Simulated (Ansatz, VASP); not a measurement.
# Two plane-wave programs on K2S

Contents of POSCAR:

```
K2S
1.0
    0.0000000000      3.7027568684      3.7027568684
    3.7027568684      0.0000000000      3.7027568684
    3.7027568684      3.7027568684      0.0000000000
S K
1 2
Direct
    0.0000000000      0.0000000000      0.0000000000
    0.2500000000      0.2500000000      0.2500000000
    0.7500000000      0.7500000000      0.7500000000
```

The input INCAR.step1:

```
ALGO = Normal ; EDIFF = 1E-5
ENCUT = 400 ; GGA = PE
GGA_COMPAT = F ; ISIF = 2
ISMEAR = 0 ; LASPH = T
LCHARG = F ; LREAL = F
LWAVE = T ; NBANDS = 19
NELM = 120 ; PREC = Accurate
SIGMA = 0.01
```

The input INCAR.step2:

```
AEXX = 0.5 ; ALGO = Normal
EDIFF = 1E-6 ; ENCUT = 400
GGA = PE ; GGA_COMPAT = F
HFSCREEN = 0.2078 ; ISIF = 2
ISMEAR = 0 ; ISTART = 1
LASPH = T ; LCHARG = F
LHFCALC = T ; LREAL = F
LWAVE = F ; NBANDS = 19
NELM = 120 ; PREC = Accurate
PRECFOCK = Normal ; SIGMA = 0.01
```

The input KPOINTS:

```
k-points
0
Gamma
  4 4 4
```

Input for Ansatz:

```yaml
crystal:
  lattice:
    - [0.0, 3.7027568684, 3.7027568684]
    - [3.7027568684, 0.0, 3.7027568684]
    - [3.7027568684, 3.7027568684, 0.0]
  atoms:
    - { symbol: S, position: [0.0, 0.0, 0.0] }
    - { symbol: K, position: [0.25, 0.25, 0.25] }
    - { symbol: K, position: [0.75, 0.75, 0.75] }
kpoints:
  mp_grid: { grid: [4, 4, 4] }
hamiltonian:
  xc:
    exchange: pbe
    correlation: pbe
    exx: { coeff: 0.5, omega: 0.2078 }
scf:
  occupations: { method: fixed }
  n_extra_bands: 4
output:
  forces: true
  stress: true
  eigenvalues: true
```

Alike in both runs: task single point; functional PBE-based screened hybrid; k mesh 4 × 4 × 4; no spin polarisation.

|  | VASP | Ansatz |
| --- | --- | --- |
| version | VASP 6.6.1 | Ansatz 0.2.0 |
| potentials or method | VASP PAW PBE potentials, release 64 (S, K_sv) | plane waves |
| plane-wave cutoff (eV) | 400 | 420 |
| occupations | gaussian, width 0.01 eV | fixed |
| valence electrons in the cell | 24 | 24 |

```csv
,VASP,Ansatz,Ansatz less VASP
gap on the k mesh at the Fermi level (eV),4.29,4.29,+0.002
pressure (GPa),-0.1,-0.2,-0.06
```

VASP's potentials were made for PBE, not for PBE-based screened hybrid. Ansatz's warnings: stress exchange threshold loose, stress scf threshold loose.
